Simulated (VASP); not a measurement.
Set up this calculation in VASP 6.6.1, as the native input.

* Task: single point
* Functional: PBE
* Potentials or basis: VASP PAW PBE potentials, release 64 (Ga_d, N)
* Cutoff: 520 eV
* k mesh: 13 × 13 × 13
* Occupations: fermi-dirac, width 0.02 eV
* Spin: no spin polarisation
* Dipole correction: no
* Further INCAR settings: ALGO = Normal; EDIFF = 1e-06; NBANDS = 16

The structure of GaN lies in POSCAR:

```
GaN
1.0
    0.0000000000      2.0187201121      2.0187201121
    2.0187201121      0.0000000000      2.0187201121
    2.0187201121      2.0187201121      0.0000000000
Ga N
1 1
Direct
    0.5000000000      0.5000000000      0.5000000000
    0.0000000000      0.0000000000      0.0000000000
```

This cell differs from its parent crystal: volume scaled by 1.04.

One way to write it, as run:

INCAR

```
ALGO     = Normal         # electronic algorithm
EDIFF    = 1E-6           # SCF threshold, eV
ENCUT    = 520            # plane-wave cutoff, eV
GGA      = PE             # functional
ISIF     = 2              # what is computed and relaxed
ISMEAR   = -1             # smearing method
LASPH    = True           # aspherical terms in the spheres
LCHARG   = True           # write CHGCAR
LELF     = True           # ELF
LREAL    = False          # projectors in reciprocal space
LVHAR    = True         
LWAVE    = False          # write WAVECAR
NBANDS   = 16             # bands
NELM     = 100            # most SCF steps
PREC     = Accurate       # precision mode
SIGMA    = 0.02           # smearing width, eV
```

KPOINTS

```
k-points
0
Gamma
  13 13 13
```

Potentials or basis: VASP PAW PBE potentials, release 64 (Ga_d, N).

Command:

```sh
$ cat potpaw_PBE.64/Ga_d/POTCAR potpaw_PBE.64/N/POTCAR > POTCAR
$ mpirun -np 1 vasp_std > vasp.out
```

Results of the run:

```json
{
 "Pressure": "52.4 GPa",
 "Band gap on the k mesh": "1.63 eV, indirect (least direct gap 4.62 eV)"
}
```

Wall time 13 s on 1 thread of Intel(R) Xeon(R) Platinum 8375C CPU @ 2.90GHz (Ice Lake), with other jobs on the host, peak memory 0.15 GiB.
